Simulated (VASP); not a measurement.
Input of a VASP 6.6.1 run:

File INCAR:

```
ALGO = Normal
EDIFF = 1E-7
ENCUT = 520
GGA = CA
ISIF = 2
ISMEAR = -1
LASPH = T
LCHARG = F
LREAL = F
LWAVE = F
NBANDS = 12
NELM = 80
PREC = Accurate
SIGMA = 0.08
```

KPOINTS

```
k-points
0
Gamma
  18 18 18
```

Contents of POSCAR:

```
La
1.0
   -1.5258739094      1.5258739094      1.5258739094
    1.5258739094     -1.5258739094      1.5258739094
    1.5258739094      1.5258739094     -1.5258739094
La
1
Direct
    0.0000000000      0.0000000000      0.0000000000
```

Potentials or basis: VASP PAW LDA potentials, release 64 (La).

The run is started by

```console
$ cat potpaw_LDA.64/La/POTCAR > POTCAR
$ mpirun -np 1 vasp_std > vasp.out
```

What does it give for the band gap on the k mesh?

Zero (an odd number of electrons rules out a gap without spin polarisation).

What does it give for the pressure?

170.9 GPa.

Caveat: the cell stands under pressure; spin-orbit coupling is left out, which moves the levels of the heavy elements.
